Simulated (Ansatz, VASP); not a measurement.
**Two plane-wave programs on SiC**

```
Si C
1.0
     3.01385    0.00000    0.00000
    -1.50692    2.61007    0.00000
     0.00000    0.00000    4.94715
Si C
2 2
Direct
  0.33333 0.66667 0.99965
  0.66667 0.33333 0.49965
  0.33333 0.66667 0.37535
  0.66667 0.33333 0.87535
```

Change from the starting cell: hydrostatic strain -2.0%.

Alike in both runs: task single point; functional HSE06; k mesh 6 × 6 × 4; no spin polarisation.

|  | VASP | Ansatz |
| --- | --- | --- |
| version | VASP 6.6.1 | Ansatz 0.2.0 |
| potentials or method | VASP PAW PBE potentials, release 64 (Si, C) | plane waves, PAW |
| plane-wave cutoff (eV) | 520 | 420 |
| occupations | gaussian, width 0.01 eV | fixed |
| valence electrons in the cell | 16 | 16 |

|  | VASP | Ansatz | Ansatz less VASP |
| --- | --- | --- | --- |
| gap on the k mesh at the Fermi level (eV) | 3.06 | 3.06 | -0.001 |
| pressure (GPa) | 13.9 | 14.4 | +0.47 |
| traceless stress, the component that is largest in VASP (GPa) | -0.53 | -0.58 | -0.045 |
| rms of the force components (eV/Å) | 0.011 | 0.012 | +0.0006 |

Atom by atom the forces differ by 0.001 eV/Å (rms over components). Ansatz's warnings: stress exchange threshold loose, stress scf threshold loose.
